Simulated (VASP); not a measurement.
Write the native input for VASP 6.6.1 that does the following.

| Item | Value |
| --- | --- |
| Task | single point |
| Functional | PBE |
| Potentials or basis | VASP PAW PBE potentials, release 64 (Mg, B) |
| Cutoff | 600 eV |
| k mesh | 8 × 8 × 8 |
| Occupations | fermi-dirac, width 0.05 eV |
| Spin | no spin polarisation |
| Dipole correction | no |
| Further INCAR settings | ALGO = Normal; EDIFF = 1e-06; NBANDS = 17 |

The structure of MgB2 lies in POSCAR:

```
MgB2
1.0
    0.0000000000      3.0523537297      3.0523537297
    3.0523537297      0.0000000000      3.0523537297
    3.0523537297      3.0523537297      0.0000000000
Mg B
2 4
Direct
    0.0000000000      0.0000000000      0.0000000000
    0.2500000000      0.2500000000      0.2500000000
    0.6250000000      0.1250000000      0.6250000000
    0.6250000000      0.6250000000      0.1250000000
    0.1250000000      0.6250000000      0.6250000000
    0.6250000000      0.6250000000      0.6250000000
```

These files were run (other wordings do the same):

INCAR

```
  ALGO = Normal
  EDIFF = 1E-6
  ENCUT = 600
  GGA = PE
  GGA_COMPAT = F
  ISIF = 2
  ISMEAR = -1
  LASPH = T
  LCHARG = F
  LREAL = F
  LWAVE = F
  NBANDS = 17
  NELM = 120
  PREC = Accurate
  SIGMA = 0.05
```

KPOINTS

```
k-points
0
Gamma
  8 8 8
```

Potentials or basis: VASP PAW PBE potentials, release 64 (Mg, B).

Run with:

```console
$ cat potpaw_PBE.64/Mg/POTCAR potpaw_PBE.64/B/POTCAR > POTCAR
$ mpirun -np 1 vasp_std > vasp.out
```

Results of the run:

```
Pressure               : -7.5 GPa
Band gap on the k mesh : zero (band 8 reaches 8.30 eV, above the bottom of band 9 at 4.76 eV)
```

Wall time 57 s on 1 thread of Intel Xeon 8259CL (shared host), peak memory 0.21 GiB.
